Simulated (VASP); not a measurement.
## ZnWO4: single point with PBE

The system is ZnWO4.

```
CELL_PARAMETERS angstrom
6.32958 0.13115 -0.03522
0.13115 5.92762 -0.03123
-0.03522 -0.03123 6.25905
ATOMIC_POSITIONS crystal
W 0.87705 0.58163 0.86786
W 0.70440 0.61212 0.37268
W 0.40959 0.03152 0.21071
O 0.70910 0.49290 0.68151
O 0.51325 0.19139 0.98580
O 0.06854 0.39870 0.71654
O 0.97827 0.74693 0.38227
O 0.53670 0.37279 0.39518
O 0.41697 0.72919 0.37086
O 0.70694 0.77939 0.05280
O 0.98124 0.85707 0.77976
O 0.21025 0.22047 0.34378
O 0.63159 0.98751 0.39771
O 0.27338 0.83995 0.02003
O 0.84997 0.39118 0.10643
Zn 0.29529 0.47501 0.99306
Zn 0.14497 0.10716 0.76394
Zn 0.20069 0.56677 0.42597
```

```json
{"Program": "VASP 6.6.1", "Task": "single point", "Functional": "PBE", "Potentials or basis": "VASP PAW PBE potentials, release 64 (W_sv, O, Zn)", "Cutoff": "520 eV", "k mesh": "1 × 1 × 1", "Occupations": "fermi-dirac, width 0.2585 eV", "Spin": "no spin polarisation", "Dipole correction": "no", "Further INCAR settings": "LREAL = Auto; ALGO = Normal; EDIFF = 1e-07; NBANDS = 90; ISYM = 0"}
```

The pressure is 10.7 GPa, the largest force is 10.090 eV/Å and the band gap on the k mesh is 0.96 eV.

Forces in eV/Å, atoms in the order of the input:
```
W    1.775  6.818  7.224
W    1.793  0.973 -4.399
W    0.567  1.435  0.588
O   -5.125 -0.432 -4.389
O   -1.790  1.147 -0.668
O    4.248 -0.790 -0.419
O   -3.287 -0.082  0.516
O    1.031 -0.224 -1.059
O    0.063  1.322 -0.402
O   -0.974 -1.654  1.060
O   -1.443 -1.412  0.047
O   -0.296 -1.428 -0.984
O    1.987 -0.233  1.113
O   -0.260 -1.201 -0.348
O    0.747  1.309  0.790
Zn   1.471  0.534  0.289
Zn   0.311 -2.279  0.332
Zn  -0.818 -3.803  0.708
```

Stress tensor (GPa, compression positive):
```
21.53  0.18 10.45
 0.18  2.07  4.15
10.45  4.15  8.48
```

Levels at points of the mesh, in eV from the valence-band top:
```csv
k point,band 73,band 74,band 75,band 76,band 77,band 78
"(0.00, 0.00, 0.00)",-0.71,-0.60,0.00,0.96,1.71,2.41
```

It took 38 s on 1 thread of AMD EPYC 9R45 96-Core Processor (Zen 5) (shared host), peak memory 0.28 GiB.

Caveat: the k points lie up to 1.06 Å⁻¹ apart; spin-orbit coupling is left out, which moves the levels of the heavy elements.
